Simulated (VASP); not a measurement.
Input of a VASP 6.6.1 run:

Contents of INCAR:

```
SYSTEM = CdSe
  ALGO = Normal
  EDIFF = 1E-6
  ENCUT = 520
  GGA = PS
  ISIF = 2
  ISMEAR = -1
  IVDW = 13
  LASPH = .True.
  LCHARG = .False.
  LREAL = .False.
  LWAVE = .False.
  NBANDS = 16
  NELM = 60
  PREC = Accurate
  SIGMA = 0.05
```

The input KPOINTS:

```
k-points
0
Gamma
  8 8 8
  0 0 0
```

File POSCAR:

```
CdSe
1.0
    0.0000000000      3.0209831446      3.0209831446
    3.0209831446      0.0000000000      3.0209831446
    3.0209831446      3.0209831446      0.0000000000
Cd Se
1 1
Direct
    0.0000000000      0.0000000000      0.0000000000
    0.2500000000      0.2500000000      0.2500000000
```

Potentials or basis: VASP PAW PBE potentials, release 64 (Cd, Se).

Run with:

```console
$ cat potpaw_PBE.64/Cd/POTCAR potpaw_PBE.64/Se/POTCAR > POTCAR
$ mpirun -np 1 vasp_std > vasp.out
```

Problem. What does it give for the dispersion energy per atom?

Solution. -0.196 eV.

Problem. Predict the pressure.

Solution. 0.4 GPa.

Problem. What does it give for the band gap on the k mesh?

Solution. 0.52 eV.

Caveat: semilocal functionals underestimate gaps, and a narrow one can read as zero; the PAW data sets were made with another functional, which shifts forces and pressure a little.
